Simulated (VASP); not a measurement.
# Na2S (Fm-3m) in VASP: single point with HSE06+D3(BJ)

Aim: the single point of Na2S with HSE06+D3(BJ).

Program: VASP 6.6.1. These are calculated values, not measurements. Logs are shortened: lines on timing, memory, paths and dates and some standing lists are left out, and cuts for length are marked.

## Step 1: The cell of the first run

Symmetry: Fm-3m, No. 225, cubic system. The conventional cell has a = 6.547 Å, b = 6.547 Å, c = 6.547 Å, α = 90.00°, β = 90.00°, γ = 90.00°. Na (site symmetry -43m) has 4 S at 2.83 Å and 6 Na at 3.27 Å within 3.7 Å. Within 3.7 Å of S (site symmetry m-3m) lie 8 Na at 2.83 Å.

## Step 2: Single point, HSE06+D3(BJ)

Contents of POSCAR:

```
Na2S
1.0
    0.0000000000      3.2735000000      3.2735000000
    3.2735000000      0.0000000000      3.2735000000
    3.2735000000      3.2735000000      0.0000000000
Na S
2 1
Direct
    0.2500000000      0.2500000000      0.2500000000
    0.7500000000      0.7500000000      0.7500000000
    0.0000000000      0.0000000000      0.0000000000
```

Contents of INCAR.step1:

```
SYSTEM = Na2S
  ALGO = Normal
  EDIFF = 1E-5
  ENCUT = 400
  GGA = PE
  GGA_COMPAT = .FALSE.
  ISIF = 2
  ISMEAR = 0
  LASPH = .TRUE.
  LCHARG = .FALSE.
  LREAL = .FALSE.
  LWAVE = .TRUE.
  NBANDS = 17
  NELM = 120
  PREC = Accurate
  SIGMA = 0.01
```

Contents of INCAR.step2:

```
SYSTEM = Na2S
  ALGO = Normal
  EDIFF = 1E-6
  ENCUT = 400
  GGA = PE
  GGA_COMPAT = .FALSE.
  HFSCREEN = 0.2079
  ISIF = 2
  ISMEAR = 0
  ISTART = 1
  IVDW = 12
  LASPH = .TRUE.
  LCHARG = .FALSE.
  LHFCALC = .TRUE.
  LREAL = .FALSE.
  LWAVE = .FALSE.
  NBANDS = 17
  NELM = 120
  PREC = Accurate
  PRECFOCK = Normal
  SIGMA = 0.01
  VDW_A1 = 0.383
  VDW_A2 = 5.685
  VDW_S6 = 1.0
  VDW_S8 = 2.31
```

Contents of KPOINTS:

```
k-points
0
G
  3 3 3
  0 0 0
```

Potentials or basis: VASP PAW PBE potentials, release 64 (Na_pv, S).

On the command line:

```sh
> cat potpaw_PBE.64/Na_pv/POTCAR potpaw_PBE.64/S/POTCAR > POTCAR
> cp INCAR.step1 INCAR
> mpirun -np 1 vasp_std > vasp.out
> cp INCAR.step2 INCAR
> mpirun -np 1 vasp_std > vasp.out
```

OUTCAR:

```text
SYSTEM = Na2S
   EDIFF = 1E-6
   ENCUT = 400
   GGA = PE
   HFSCREEN = 0.2079
   ISIF = 2
   ISMEAR = 0
   ISTART = 1
   IVDW = 12
   LASPH = .TRUE.
   LHFCALC = .TRUE.
   LREAL = .FALSE.
   NELM = 120
   PREC = Accurate
   PRECFOCK = Normal
 IVDW          = 12

 ion  position               nearest neighbor table
   1  0.250  0.250  0.250-
   2  0.750  0.750  0.750-
   3  0.000  0.000  0.000-

  LATTYP: Found a face centered cubic cell.
 ALAT       =     6.5470000000

  Lattice vectors:

 A1 = (   0.0000000000,   3.2735000000,   3.2735000000)
 A2 = (   3.2735000000,   0.0000000000,   3.2735000000)
 A3 = (   3.2735000000,   3.2735000000,   0.0000000000)

Analysis of symmetry for initial positions (statically):
=====================================================================
 Subroutine PRICEL returns:
 Original cell was already a primitive cell.

 Routine SETGRP: Setting up the symmetry group for a
 face centered cubic supercell.

 Subroutine GETGRP returns: Found 48 space group operations
 (whereof 48 operations were pure point group operations)
 out of a pool of 48 trial point group operations.

The static configuration has the point symmetry O_h .

Analysis of symmetry for dynamics (positions and initial velocities):
=====================================================================
 Subroutine PRICEL returns:
 Original cell was already a primitive cell.

 Routine SETGRP: Setting up the symmetry group for a
 face centered cubic supercell.

 Subroutine GETGRP returns: Found 48 space group operations
 (whereof 48 operations were pure point group operations)
 out of a pool of 48 trial point group operations.

The dynamic configuration has the point symmetry O_h .

 Subroutine INISYM returns: Found 48 space group operations
 (whereof 48 operations are pure point group operations),
 and found     1 'primitive' translations

----------------------------------------------------------------------------------------

                                     Primitive cell

  volume of cell :      70.1564

  direct lattice vectors                    reciprocal lattice vectors
     0.000000000  3.273500000  3.273500000    -0.152741714  0.152741714  0.152741714
     3.273500000  0.000000000  3.273500000     0.152741714 -0.152741714  0.152741714
     3.273500000  3.273500000  0.000000000     0.152741714  0.152741714 -0.152741714

  length of vectors
[... 70 lines left out ...]
   ISYM   =      3    0-nonsym 1-usesym 2-fastsym
   POTIM  = 0.5000    time-step for ionic-motion
   TEBEG  =    0.0;   TEEND  =   0.0 temperature during run
   PSTRESS=    0.0 pullay stress
   NELECT =      20.0000    total number of electrons
   NUPDOWN=      -1.0000    fix difference up-down
   EMIN   =  10.00;   EMAX   =-10.00  energy-range for DOS
   EFERMI =   0.00;   METHOD = LEGACY
   ISMEAR =     0;   SIGMA  =   0.01  broadening in eV -4-tet -1-fermi 0-gaus
   EFERMI_NEDOS =   21; number of points for ismear=-14 and -15
   IALGO  =     38    algorithm
   IMIX   =      1    mixing-type and parameters
     AMIX     =   0.40;   BMIX     =  1.00
     AMIX_MAG =   1.60;   BMIX_MAG =  1.00
  volume/ion in A,a.u.               =      23.39       157.81
  Fermi-wavevector in a.u.,A,eV,Ry     =   1.077447  2.036079 15.794888  1.160892
  Thomas-Fermi vector in A             =   2.213359
   LORBIT       =      0    0 simple, 1 ext, 2 COOP (PROOUT), +10 PAW based schemes
   GGA     = PE    functional components
   LHFCALC =     T    Hartree Fock is set to
   PRECFOCK=normal    Normal, Fast or Accurate (Low or Medium for compatibility)
   ENCUT4O =  -1.0   cutoff for four orbital integrals eV
   NKREDX  =     1    reduce k-point grid by
   NKREDY  =     1    reduce k-point grid by
   NKREDZ  =     1    reduce k-point grid by
   AEXX    =    0.2500 exact exchange contribution
   HFSCREEN=    0.2079 screening length (either q_TF or 0.3 A-1)
   HFSCREENC=   0.2079 screening length for correlation (either q_TF or 0.3 A-1)
   ENCUTFOCK=  -1.0 apply spherical cutoff to Coloumb kernel
   IVDW    =    12    specifies the selected vdW correction
   LEPSILON=     F    determine dielectric tensor
   LRPA    =     F    only Hartree local field effects (RPA)
 non-spin polarized calculation
 Gauss-broadening in eV      SIGMA  =   0.01
  energy-cutoff  :      400.00
  volume of cell :       70.16
 maximum number of plane-waves:      1276
 NGX is ok and might be reduce to    30
  NGX = 24; NGY = 24; NGZ = 24

 number of electron      19.9999960 magnetization

 Free energy of the ion-electron system (eV)
  ---------------------------------------------------
  ext. energy  EPLUGINS =         0.00000000
  ---------------------------------------------------
  free energy    TOTEN  =       -11.48070485 eV

  energy without entropy =      -11.48070485  energy(sigma->0) =      -11.48070485

 E-fermi :  -0.4557     XC(G=0):  -6.5222

 val. band max:       -0.5264604798   @ k =   0.0000   0.0000   0.0000
 cond. band min:       2.9378530999   @ k =   0.0000   0.0000   0.0000
 fundamental gap:      3.4643135796
 Fermi energy:        -0.4557355464

 k-point     1 :       0.0000    0.0000    0.0000
  band No.  band energies     occupation
      1     -25.1129      2.00000
      2     -25.1129      2.00000
      3     -25.1129      2.00000
      4     -25.0636      2.00000
      5     -25.0636      2.00000
      6     -25.0636      2.00000
[... 57 lines left out ...]
      4     -25.0732      2.00000
      5     -25.0712      2.00000
      6     -25.0541      2.00000
[... 9 lines left out ...]
     16      10.8268      0.00000
     17      14.0261      0.00000

------------------------ aborting loop because EDIFF is reached ----------------------------------------

 Edisp (eV)   -0.91265

 E8    (eV) :    -0.6072

  FORCE on cell =-STRESS in cart. coord.  units (eV):
  Direction    XX          YY          ZZ          XY          YZ          ZX
  --------------------------------------------------------------------------------------
  -------------------------------------------------------------------------------------
  Total      -1.15869    -1.15869    -1.15869    -0.00000     0.00000    -0.00000
  in kB     -26.46138   -26.46138   -26.46138    -0.00000     0.00000    -0.00000
  external pressure =      -26.46 kB  Pullay stress =        0.00 kB

 VOLUME and BASIS-vectors are now :
 -----------------------------------------------------------------------------
  energy-cutoff  :      400.00
  volume of cell :       70.16
      direct lattice vectors                 reciprocal lattice vectors
     0.000000000  3.273500000  3.273500000    -0.152741714  0.152741714  0.152741714
     3.273500000  0.000000000  3.273500000     0.152741714 -0.152741714  0.152741714
     3.273500000  3.273500000  0.000000000     0.152741714  0.152741714 -0.152741714

 POSITION                                       TOTAL-FORCE (eV/Angst)
 -----------------------------------------------------------------------------------
      1.63675      1.63675      1.63675        -0.000000      0.000000     -0.000000
      4.91025      4.91025      4.91025        -0.000000     -0.000000      0.000000
      0.00000      0.00000      0.00000         0.000000      0.000000      0.000000
 -----------------------------------------------------------------------------------
    total drift:                                0.000001     -0.000007     -0.000016

  FREE ENERGIE OF THE ION-ELECTRON SYSTEM (eV)
  ---------------------------------------------------
  free  energy   TOTEN  =       -12.3933499232 eV

  energy  without entropy=      -12.3933499232  energy(sigma->0) =      -12.39334992
```

OSZICAR.step1:

```text
N       E                     dE             d eps       ncg     rms          rms(c)
DAV:   1     0.130170040712E+03    0.13017E+03   -0.90101E+03   136   0.102E+03
DAV:   2    -0.198745624989E+01   -0.13216E+03   -0.12473E+03   168   0.281E+02
DAV:   3    -0.106968747150E+02   -0.87094E+01   -0.86773E+01   172   0.808E+01
DAV:   4    -0.108130528629E+02   -0.11618E+00   -0.11614E+00   157   0.100E+01
DAV:   5    -0.108158245301E+02   -0.27717E-02   -0.27716E-02   174   0.152E+00    0.370E+00
DAV:   6    -0.999095923508E+01    0.82487E+00   -0.16313E+00   175   0.551E+00    0.297E+00
DAV:   7    -0.993406560261E+01    0.56894E-01   -0.24931E-01   149   0.208E+00    0.193E+00
DAV:   8    -0.994400314908E+01   -0.99375E-02   -0.17811E-02   140   0.108E+00    0.536E-01
DAV:   9    -0.994406500578E+01   -0.61857E-04   -0.74446E-04   166   0.190E-01    0.368E-01
DAV:  10    -0.994592631305E+01   -0.18613E-02   -0.29447E-03   140   0.283E-01    0.126E-01
DAV:  11    -0.994597002730E+01   -0.43714E-04   -0.64593E-05   148   0.772E-02    0.106E-02
DAV:  12    -0.994599532874E+01   -0.25301E-04   -0.41767E-05   140   0.286E-02    0.242E-02
DAV:  13    -0.994599342807E+01    0.19007E-05   -0.69920E-06   108   0.131E-02
   1 F= -.99459934E+01 E0= -.99459934E+01  d E =-.413355E-62
```

Run time: 2.1 min. Hardware: 1 thread of AMD EPYC 7R43 (Zen 3), shared host; peak memory 0.22 GiB.

What came out:

```
Free energy                : -12.3933 eV
Pressure                   : -2.6 GPa
Band gap on the k mesh     : 3.46 eV, direct
Dispersion energy per atom : -0.304 eV
```

Caveat: the k points lie up to 0.55 Å⁻¹ apart; three body term missing; the PAW data sets were made with another functional, which shifts forces and pressure a little.
